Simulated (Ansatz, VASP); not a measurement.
# In2O3: VASP beside Ansatz

```
In O
1.0
     6.59066   -0.08697    0.18242
    -0.08725    6.59103    0.18291
     0.17544    0.17556    6.37089
In O
8 12
Direct
  0.12960 0.58975 0.10303
  0.68715 0.84011 0.16007
  0.43743 0.89776 0.71714
  0.18709 0.34020 0.66006
  0.24471 0.09046 0.21714
  0.62344 0.40377 0.41007
  0.93668 0.78263 0.60306
  0.75083 0.27642 0.91009
  0.29005 0.41354 0.33242
  0.37668 0.83559 0.05781
  0.59399 0.15067 0.20538
  0.76052 0.94305 0.83244
  0.49766 0.24696 0.70543
  0.18255 0.02975 0.55782
  0.78018 0.52951 0.11479
  0.61372 0.73737 0.48774
  0.87648 0.43327 0.61484
  0.99764 0.84455 0.26231
  0.08431 0.26678 0.98773
  0.19157 0.65067 0.76230
```

Alike in both runs: task single point; functional PBE; k mesh 4 × 4 × 4; occupations gaussian, width 0.02 eV; no spin polarisation.

```csv
,VASP,Ansatz
version,VASP 6.6.1,Ansatz 0.2.0
potentials or method,"VASP PAW PBE potentials, release 64 (In_d, O), cutoff 520 eV","scalar-relativistic, plane waves, PAW"
valence electrons in the cell,176,176
```

```csv
,VASP,Ansatz,Ansatz less VASP
gap on the k mesh at the Fermi level (eV),0.65,0.66,+0.011
least direct gap on the mesh (eV),0.74,0.75,+0.010
rms of the force components (eV/Å),0.041,0.040,-0.0012
```

Atom by atom the forces differ by 0.008 eV/Å (rms over components). The functional is the same, so the differences come from potentials, cutoffs and numerics.
